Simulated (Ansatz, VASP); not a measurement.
Two plane-wave programs on Au

```
CELL_PARAMETERS angstrom
-1.86032 1.86032 1.31524
1.86032 -1.86032 1.31524
1.86032 1.86032 -1.31524
ATOMIC_POSITIONS crystal
Au 0.00000 0.00000 0.00000
```

Alike in both runs: task single point; functional r2SCAN; k mesh 22 × 22 × 22; occupations gaussian, width 0.15 eV; no spin polarisation.

|  | VASP | Ansatz |
| --- | --- | --- |
| version | VASP 6.6.1 | Ansatz 0.2.0 |
| potentials or method | VASP PAW PBE potentials, release 64 (Au), cutoff 520 eV | scalar-relativistic, plane waves, PAW |
| valence electrons in the cell | 11 | 19 |

Ansatz gave:

```
gap on the k mesh at the Fermi level (eV)                     : none
pressure (GPa)                                                : 2.4
traceless stress, the component that is largest in VASP (GPa) : 12.60
```

Task: What did VASP give for the same quantities?

Result: gap on the k mesh at the Fermi level (eV): none; pressure (GPa): 2.7; traceless stress, the component that is largest in VASP (GPa): 12.80.

VASP's potentials were made for PBE, not for r2SCAN. A gap of «none» marks a metal or a gap that the smearing closes. VASP's potentials hold 11 valence electrons a cell and Ansatz's 19, so a difference there can come from the potentials and not from the codes.

Neither program's run includes spin-orbit coupling.
